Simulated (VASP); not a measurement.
W:

```
W
1.0
     0.00000    2.03074    2.03074
     2.03074    0.00000    2.03074
     2.03074    2.03074    0.00000
W
1
Cartesian
  0.0000 0.0000 0.0000
```

This isn't the form of W at room conditions, which is bcc.

```yaml
Program: VASP 6.6.1
Task: relaxation of cell and atoms
Functional: r2SCAN
Potentials_or_basis: VASP PAW PBE potentials, release 64 (W_sv)
Cutoff: 550 eV
k_mesh: 8 × 8 × 8
Occupations: gaussian, width 0.1 eV
Spin: no spin polarisation
```

At the start: pressure -8.4 GPa; volume 16.75 Å³/atom.

Problem. How do energy, volume and symmetry change on relaxing?

Solution. Over 4 steps the energy falls by 12.8 meV/atom and the volume is 16.28 Å³/atom (-2.8 %); space group Fm-3m (No. 225, to 0.1 Å) before and after.

The path:
```tsv
step	energy change (eV)	largest force (eV/Å)	pressure (GPa)	volume (Å³)
1	0.0000	0.0000	-8.42	16.75
2	0.1606	0.0000	37.75	14.70
3	-0.0127	0.0000	-0.55	16.31
4	-0.0128	0.0000	-0.05	16.28
```

Final structure:
```
W
1.0
     0.00000    2.01156    2.01156
     2.01156    0.00000    2.01156
     2.01156    2.01156    0.00000
W
1
Direct
  0.00000 0.00000 0.00000
```

Caveat: the PAW data sets were made with another functional, which shifts forces and pressure a little.
